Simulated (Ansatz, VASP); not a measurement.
# NbAs: VASP beside Ansatz

```
Nb As
1.0
    -1.70506    1.70506    5.80689
     1.70506   -1.70506    5.80689
     1.70506    1.70506   -5.80689
Nb As
2 2
Direct
  0.99907 0.99907 0.00000
  0.74907 0.24907 0.50000
  0.41693 0.41693 0.00000
  0.16693 0.66693 0.50000
```

Alike in both runs: functional r2SCAN; k mesh 11 × 11 × 11; occupations fermi-dirac, width 0.1 eV; no spin polarisation.

Ansatz relaxed the structure, and its values are those at the end. VASP's run is a single point on that final structure, the one shown.

|  | VASP | Ansatz |
| --- | --- | --- |
| version | VASP 6.6.1 | Ansatz 0.2.0 |
| potentials or method | VASP PAW PBE potentials, release 64 (Nb_sv, As), cutoff 520 eV | PAW plane waves |
| valence electrons in the cell | 36 | 56 |

|  | VASP | Ansatz | Ansatz less VASP |
| --- | --- | --- | --- |
| pressure (GPa) | 7.7 | 7.7 | -0.02 |

VASP's potentials were made for PBE, not for r2SCAN. The functional is the same, so the differences come from potentials, cutoffs and numerics. VASP's potentials hold 36 valence electrons a cell and Ansatz's 56, so a difference there can come from the potentials and not from the codes. Ansatz's warnings: stress scf threshold loose.
